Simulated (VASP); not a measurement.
Al2Ru:

```
Al Ru
1.0
     0.00000    3.98984    4.39153
     2.35247    0.00000    4.39153
     2.35247    3.98984    0.00000
Al Ru
4 2
Direct
  0.07906 0.42094 0.07906
  0.42094 0.07906 0.42094
  0.17094 0.82906 0.17094
  0.82906 0.17094 0.82906
  0.75000 0.75000 0.75000
  0.50000 0.50000 0.50000
```

* Program: VASP 6.6.1
* Task: relaxation of cell and atoms
* Functional: PBEsol
* Potentials or basis: VASP PAW PBE potentials, release 64 (Al, Ru_pv)
* Cutoff: 600 eV
* k mesh: 1 × 1 × 1
* Occupations: gaussian, width 0.01 eV
* Spin: no spin polarisation

At the start: pressure 1.9 GPa; volume 13.74 Å³/atom.

Where does the relaxation end?

Over 21 steps the energy falls by 100.0 meV/atom and the volume is 14.63 Å³/atom (+6.5 %); space group Fddd (No. 70, to 0.1 Å) before and after.

Step by step:
```
step  energy change (eV)  largest force (eV/Å)  pressure (GPa)  volume (Å³)
   1              0.0000                0.5114            1.91        82.44
   2             -0.3582                0.8480            2.32        84.10
   3             -0.3749                0.7655            1.85        83.82
   4             -0.4768                0.5195           -1.81        85.99
   5             -0.5014                0.3451           -4.14        87.65
   6             -0.5581                0.1565           -1.86        86.92
   7             -0.5800                0.0644            0.77        86.16
   8             -0.5891                0.0145            0.74        86.45
   9             -0.5952                0.1006            0.71        87.13
  10             -0.5957                0.0778            0.70        86.99
  11             -0.5977                0.0831           -0.37        87.68
  12             -0.5978                0.0828           -0.32        87.64
  13             -0.5988                0.0435           -0.17        87.62
  14             -0.5991                0.0106           -0.04        87.60
  15             -0.5994                0.0024            0.16        87.55
  16             -0.5994                0.0008            0.20        87.55
  17             -0.5996                0.0091            0.01        87.71
  18             -0.5996                0.0118           -0.05        87.76
  19             -0.5997                0.0127           -0.05        87.81
  20             -0.5997                0.0129           -0.05        87.82
  21             -0.5998                0.0041            0.06        87.78
```

Final structure:
```cif
data_structure
_symmetry_space_group_name_H-M 'P 1'
_symmetry_Int_Tables_number 1
_cell_length_a 6.2102
_cell_length_b 4.8515
_cell_length_c 5.0414
_cell_angle_alpha 77.741
_cell_angle_beta 49.765
_cell_angle_gamma 52.493
_cell_volume 87.78
loop_
_atom_site_label
_atom_site_type_symbol
_atom_site_fract_x
_atom_site_fract_y
_atom_site_fract_z
_atom_site_occupancy
Al1 Al 0.09933 0.40067 0.09933 1
Al2 Al 0.40067 0.09933 0.40067 1
Al3 Al 0.15067 0.84933 0.15067 1
Al4 Al 0.84933 0.15067 0.84933 1
Ru1 Ru 0.75000 0.75000 0.75000 1
Ru2 Ru 0.50000 0.50000 0.50000 1
```

Caveat: the k points lie up to 1.71 Å⁻¹ apart in the final cell, too coarse for converged energies, forces and pressures; the PAW data sets were made with another functional, which shifts forces and pressure a little.
